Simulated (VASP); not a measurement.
A run of VASP 6.6.1:

Contents of INCAR:

```
SYSTEM = Nb
PREC = Accurate ; ENCUT = 500
EDIFF = 1E-7 ; ISMEAR = 0
SIGMA = 0.1 ; LREAL = .FALSE.
LASPH = .TRUE. ; NELM = 120
ALGO = Normal ; ISIF = 4
LWAVE = .FALSE. ; LCHARG = .FALSE.
GGA = PE ; IBRION = 2
NSW = 50 ; EDIFFG = -0.01
GGA_COMPAT = .FALSE. ; NELMIN = 4
```

File KPOINTS:

```
Automatic mesh
0
G
  24 24 24
  0 0 0
```

File POSCAR:

```
Nb
1.0
    0.0000000000      2.2924691075      2.2931883893
    1.6208312029      0.0000000000      2.2931883893
    1.6208312029      2.2924691075      0.0000000000
Nb
1
Direct
    0.0000000000      0.0000000000      0.0000000000
```

Potentials or basis: VASP PAW PBE potentials, release 64 (Nb_sv).

The run is started by

```console
$ cat potpaw_PBE.64/Nb_sv/POTCAR > POTCAR
$ mpirun -np 1 vasp_std > vasp.out
```

Hardware: 1 thread of AMD EPYC 7R13 (shared host).

Q: How long does it take, and how much memory?

A: Run time: 7.8 min on 1 thread of AMD EPYC 7R13 (shared host), peak memory 0.4 GiB. Counts: scf iterations 14, k points 1963, ion steps 1.
